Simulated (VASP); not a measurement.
Write the native input for VASP 6.6.1 that does the following.

```
Task                   : single point
Functional             : r2SCAN
Potentials or basis    : VASP PAW PBE potentials, release 64 (Ge_d)
Cutoff                 : 520 eV
k mesh                 : 8 × 8 × 8
Occupations            : fermi-dirac, width 0.05 eV
Spin                   : non-collinear spin, zero start, spin-orbit coupling
Starting moments       : [[0.0, 0.0, 0.0], [0.0, 0.0, 0.0]] μB
Dipole correction      : no
Further INCAR settings : ALGO = Normal; EDIFF = 1e-06; NBANDS = 40
```

The system is Ge.

```
Ge
1.0
     0.00000    2.79068    2.79068
     2.79068    0.00000    2.79068
     2.79068    2.79068    0.00000
Ge
2
Direct
  0.75000 0.75000 0.75000
  0.50000 0.50000 0.50000
```

One way to write it, as run:

POSCAR

```
Ge
1.0
    0.0000000000      2.7906767997      2.7906767997
    2.7906767997      0.0000000000      2.7906767997
    2.7906767997      2.7906767997      0.0000000000
Ge
2
Direct
    0.7500000000      0.7500000000      0.7500000000
    0.5000000000      0.5000000000      0.5000000000
```

INCAR.step1

```
SYSTEM = Ge
  ALGO = Normal
  EDIFF = 1E-4
  ENCUT = 520
  GGA = PE
  GGA_COMPAT = .FALSE.
  ISMEAR = -1
  LASPH = .TRUE.
  LCHARG = .FALSE.
  LNONCOLLINEAR = .TRUE.
  LREAL = .FALSE.
  LSORBIT = .TRUE.
  LWAVE = .TRUE.
  MAGMOM = 0 0 0 0 0 0
  NBANDS = 40
  NELM = 150
  PREC = Accurate
  SIGMA = 0.05
```

INCAR.step2

```
SYSTEM = Ge
  ALGO = Normal
  EDIFF = 1E-6
  ENCUT = 520
  GGA_COMPAT = .FALSE.
  ISIF = 2
  ISMEAR = -1
  ISTART = 1
  LASPH = .TRUE.
  LCHARG = .TRUE.
  LMIXTAU = .TRUE.
  LNONCOLLINEAR = .TRUE.
  LORBIT = 11
  LORBMOM = .TRUE.
  LREAL = .FALSE.
  LSORBIT = .TRUE.
  LVHAR = .TRUE.
  LWAVE = .FALSE.
  MAGMOM = 0 0 0 0 0 0
  METAGGA = R2SCAN
  NBANDS = 40
  NELM = 150
  PREC = Accurate
  SIGMA = 0.05
```

KPOINTS

```
k-points
0
G
  8 8 8
  0 0 0
```

Potentials or basis: VASP PAW PBE potentials, release 64 (Ge_d).

Command:

```console
$ cat potpaw_PBE.64/Ge_d/POTCAR > POTCAR
$ cp INCAR.step1 INCAR
$ mpirun -np 1 vasp_ncl > vasp.out
$ cp INCAR.step2 INCAR
$ mpirun -np 1 vasp_ncl > vasp.out
```

Results of the run:

```json
{
 "Pressure": "4.0 GPa",
 "Net moment": "0.00 μB per cell",
 "Valence electrons inside the program's atomic spheres": "Ge 12.47"
}
```

Caveat: the PAW data sets were made with another functional, which shifts forces and pressure a little.

Run time: 6.1 min on 1 thread of Intel(R) Xeon(R) 6975P-C (Granite Rapids), with other jobs on the host, peak memory 0.36 GiB.
